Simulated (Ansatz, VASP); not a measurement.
**Tc in VASP and in Ansatz**

The input INCAR:

```
PREC = Accurate ; ENCUT = 520
EDIFF = 1E-7 ; ISMEAR = -1
SIGMA = 0.05 ; LREAL = False
LASPH = True ; NELM = 150
ALGO = Fast ; ISIF = 2
LWAVE = False ; LCHARG = False
MAGMOM = 0 0 0 ; LORBIT = 11
LSORBIT = True ; GGA_COMPAT = False
LORBMOM = True ; LMAXMIX = 4
LDAU = True ; LDAUTYPE = 2
LDAUL = 2 ; LDAUU = 8
LDAUJ = 0 ; LDAUPRINT = 1
GGA = PE ; NBANDS = 24
```

KPOINTS

```
regular mesh
0
Gamma
  9 9 9
```

Contents of POSCAR:

```
Tc
1.0
    0.0000000000      1.9882450037      1.9882450037
    1.9882450037      0.0000000000      1.9882450037
    1.9882450037      1.9882450037      0.0000000000
Tc
1
Direct
    0.0000000000      0.0000000000      0.0000000000
```

The input input.yaml:

```yaml
crystal:
  lattice:
    - [0.0, 1.9882450037, 1.9882450037]
    - [1.9882450037, 0.0, 1.9882450037]
    - [1.9882450037, 1.9882450037, 0.0]
  atoms:
    - { symbol: Tc, position: [0.0, 0.0, 0.0] }
kpoints:
  mp_grid: { grid: [9, 9, 9] }
scf:
  occupations: { method: fermi_dirac, width: 0.05 }
hamiltonian:
  xc: pbe
  pseudopotentials: { kind: all_electron, lapw: { basis_error: 0.0005 } }
  hubbard:
    sites: [{ species: Tc, l: d, u_eff: 8 }]
    double_counting: fll
    projectors: ortho-atomic
magnetization:
  noncollinear: true
  spin_orbit: true
output:
  forces: true
  stress: true
  eigenvalues: true
  hubbard: {}
```

Change from the starting cell: volume scaled by 1.06.

Alike in both runs: task single point; functional PBE; k mesh 9 × 9 × 9; occupations fermi-dirac, width 0.05 eV; non-collinear spin, spin-orbit coupling; Hubbard terms Tc d U = 8.0 eV.

|  | VASP | Ansatz |
| --- | --- | --- |
| version | VASP 6.6.1 | Ansatz 0.2.0 |
| potentials or method | VASP PAW PBE potentials, release 64 (Tc_pv), cutoff 520 eV | all-electron LAPW, relativistic spinors |

Ansatz gave:

* pressure (GPa): 46.4

Problem. Which values does VASP return?

Solution. Pressure (GPa): 5.6.

The programs project onto different local orbitals, so the same U acts differently, and such runs can settle in different states. Ansatz ran all-electron here, and VASP with PAW potentials.

Noted on Ansatz's run: U is the effective U less J, on atomic orbitals that reach past the spheres; the k mesh is thin for a metal, which can move the energy by tens of meV per atom.
